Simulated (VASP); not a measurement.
Input of a VASP 6.6.1 run:

POSCAR

```
AlN
1.0
    2.1848998483      2.1848998483      0.0000000000
   -2.1848998483      2.1848998483      0.0000000000
    0.0000000000      2.1848998483      2.1848998483
Al N
1 1
Direct
    0.0000000000      0.0000000000      0.0000000000
    0.2500000000      0.7500000000      0.5000000000
```

The input INCAR.step1:

```
SYSTEM = AlN
  PREC = Accurate
  ENCUT = 600
  ISMEAR = 0
  SIGMA = 0.01
  LREAL = .FALSE.
  LASPH = .TRUE.
  NELM = 60
  GGA = PE
  ALGO = Normal
  EDIFF = 1E-4
  LWAVE = .TRUE.
  LCHARG = .FALSE.
```

The input INCAR.step2:

```
SYSTEM = AlN
  PREC = Accurate
  ENCUT = 600
  EDIFF = 1E-7
  ISMEAR = 0
  SIGMA = 0.01
  LREAL = .FALSE.
  LASPH = .TRUE.
  NELM = 60
  ALGO = Normal
  ISIF = 3
  LWAVE = .FALSE.
  LCHARG = .FALSE.
  METAGGA = R2SCAN
  LMIXTAU = .TRUE.
  IBRION = 2
  NSW = 100
  EDIFFG = -0.002
  PSTRESS = -20.0
  ISTART = 1
```

Contents of KPOINTS:

```
regular mesh
0
G
  10 10 10
  0 0 0
```

Potentials or basis: VASP PAW PBE potentials, release 64 (Al, N).

The run is started by

```console
$ cat potpaw_PBE.64/Al/POTCAR potpaw_PBE.64/N/POTCAR > POTCAR
$ cp INCAR.step1 INCAR
$ mpirun -np 1 vasp_std > vasp.out
$ cp INCAR.step2 INCAR
$ mpirun -np 1 vasp_std > vasp.out
```

Question: Predict the relaxed volume.

Answer: 10.51 Å³/atom.

Question: What does it give for the band gap on the k mesh?

Answer: 3.93 eV, indirect (least direct gap 4.81 eV).

Final structure:
```
Al N
1.0
     2.19074    2.19074    0.00000
    -2.19074    2.19074    0.00000
     0.00000    2.19074    2.19074
Al N
1 1
Direct
  0.00000 0.00000 0.00000
  0.25000 0.75000 0.50000
```

Caveat: the cell is relaxed towards a set pressure, so the enthalpy falls and the energy may rise; the PAW data sets were made with another functional, which shifts forces and pressure a little. r2SCAN opens gaps a little over a GGA but as a rule still falls short of measured ones.
